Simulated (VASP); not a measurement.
Input of a VASP 6.6.1 run:

INCAR

```
ALGO = Normal ; EDIFF = 1E-6
ENCUT = 520 ; GGA = PE
ISIF = 2 ; ISMEAR = 0
ISPIN = 2 ; LASPH = T
LCHARG = F ; LORBIT = 11
LREAL = F ; LWAVE = F
MAGMOM = 0 0 0 1 1 1 ; NBANDS = 34
NELM = 150 ; PREC = Accurate
SIGMA = 0.1
```

Contents of KPOINTS:

```
k-points
0
Gamma
  6 6 4
```

File POSCAR:

```
Zn2SiN3
1.0
    4.8664125000      0.0000000000      0.0000000000
   -2.4332062500      4.2144368500      0.0000000000
    0.0000000000      0.0000000000      4.0098704900
Zn Si N
2 1 3
Direct
    0.3333333300      0.6666666700      0.0000000000
    0.6666666700      0.3333333300      0.0000000000
    0.0000000000      0.0000000000      0.0000000000
    0.5000000000      0.0000000000      0.5000000000
    0.0000000000      0.5000000000      0.5000000000
    0.5000000000      0.5000000000      0.5000000000
```

Potentials or basis: VASP PAW PBE potentials, release 64 (Zn, Si, N).

Run with:

```bash
$ cat potpaw_PBE.64/Zn/POTCAR potpaw_PBE.64/Si/POTCAR potpaw_PBE.64/N/POTCAR > POTCAR
$ mpirun -np 1 vasp_std > vasp.out
```

Task: Estimate the net moment.

Result: 0.00 μB per cell.

Task: What does it give for the pressure?

Result: -14.5 GPa.

Stress tensor (GPa, compression positive):
```
 -9.33   0.00   0.00
  0.00  -9.33   0.00
  0.00   0.00 -24.97
```

Caveat: the k points lie up to 0.39 Å⁻¹ apart.
